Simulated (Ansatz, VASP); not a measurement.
Mo6CO: VASP beside Ansatz

```xyz
8
Lattice="4.4696 0.0000 0.0000 -2.2348 3.8708 0.0000 0.0000 0.0000 22.2596" Properties=species:S:1:pos:R:3 pbc="T T T"
Mo    2.2348    1.2903    4.0000
Mo    0.0000    2.5805    4.9123
Mo    0.0000    0.0000    5.8247
Mo    2.2348    1.2903    6.6566
Mo    0.0000    2.5805    7.4686
Mo    0.0000    0.0000    8.2596
C     0.0000    1.2903   10.5796
O     0.0000    2.2948   11.1596
```

Alike in both runs: task single point; functional PBE; k mesh 6 × 6 × 1; occupations gaussian, width 0.1 eV; no spin polarisation.

```csv
,VASP,Ansatz
version,VASP 6.6.1,Ansatz 0.2.0
potentials or method,"VASP PAW PBE potentials, release 64 (Mo_sv, C, O), cutoff 520 eV","scalar-relativistic, plane waves, PAW"
valence electrons in the cell,94,94
```

Ansatz gave:

```
gap on the k mesh at the Fermi level (eV) : none
rms of the force components (eV/Å)        : 0.691
```

Task: Estimate VASP's values.

Result: gap on the k mesh at the Fermi level (eV): none; rms of the force components (eV/Å): 0.628.

Atom by atom the forces differ by 0.226 eV/Å (rms over components). A gap of «none» marks a metal or a gap that the smearing closes. With one functional, cell and mesh, what is left measures potentials, basis and numerics.

Noted on VASP's run: the standard files for N, O and F lose accuracy on very short bonds.
